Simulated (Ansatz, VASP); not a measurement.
# Sb: VASP beside Ansatz

INCAR

```
PREC = Accurate
ENCUT = 600
EDIFF = 1E-6
ISMEAR = 0
SIGMA = 0.1
LREAL = False
LASPH = True
NELM = 80
ALGO = Normal
ISIF = 3
LWAVE = False
LCHARG = False
GGA = PE
IBRION = 2
NSW = 90
EDIFFG = -0.04
```

File KPOINTS:

```
Automatic mesh
0
Gamma
  6 6 4
```

The input POSCAR:

```
Sb
1.0
    3.5998460100     -2.0284036100      0.0000000000
    3.5998460100      2.0284036100      0.0000000000
   -0.1492202000      0.0000000000      5.0190816200
Sb
3
Direct
    0.3176870000      0.3176870000      0.6840320200
    0.6823130000      0.6823130000      0.3159679800
    0.0000000000      0.0000000000      0.0000000000
```

Input for Ansatz:

```yaml
crystal:
  lattice:
    - [3.59984601, -2.02840361, 0.0]
    - [3.59984601, 2.02840361, 0.0]
    - [-0.1492202, 0.0, 5.01908162]
  atoms:
    - { symbol: Sb, position: [0.317687, 0.317687, 0.68403202] }
    - { symbol: Sb, position: [0.682313, 0.682313, 0.31596798] }
    - { symbol: Sb, position: [0.0, 0.0, 0.0] }
basis:
  ecutwfc: 420
kpoints:
  mp_grid: { grid: [6, 6, 4] }
hamiltonian:
  xc: pbe
scf:
  occupations: { method: gaussian, width: 0.1 }
  lower_state_search: "off"
output:
  forces: true
  stress: true
  eigenvalues: true
relax:
  adjacent_minimum: "off"
  f_tol: 0.04
  max_steps: 70
  cell: { stress_tol: 0.4 }
```

Alike in both runs: task relaxation of cell and atoms; functional PBE; k mesh 6 × 6 × 4; occupations gaussian, width 0.1 eV; no spin polarisation.

```csv
,VASP,Ansatz
version,VASP 6.6.1,Ansatz 0.2.0
potentials or method,"VASP PAW PBE potentials, release 64 (Sb), cutoff 600 eV","scalar-relativistic, plane waves, PAW"
valence electrons in the cell,15,45
```

Ansatz gave:

| Quantity | Value |
| --- | --- |
| gap on the k mesh at the Fermi level, each at its own relaxed structure (eV) | none |
| relaxed volume (Å³/atom) | 30.03 |
| relaxed length of the cell vector where the two differ most in proportion (Å) | 5.452 |

Question: Which values does VASP return?

Answer: gap on the k mesh at the Fermi level, each at its own relaxed structure (eV): none; relaxed volume (Å³/atom): 30.02; relaxed length of the cell vector where the two differ most in proportion (Å): 5.441.

A gap of «none» marks a metal or a gap that the smearing closes. VASP's potentials hold 15 valence electrons a cell and Ansatz's 45, so a difference there can come from the potentials and not from the codes.

Spin-orbit coupling is off throughout. Noted on VASP's run: the volume moved by over 15 % at a fixed basis, so the end points are rough.
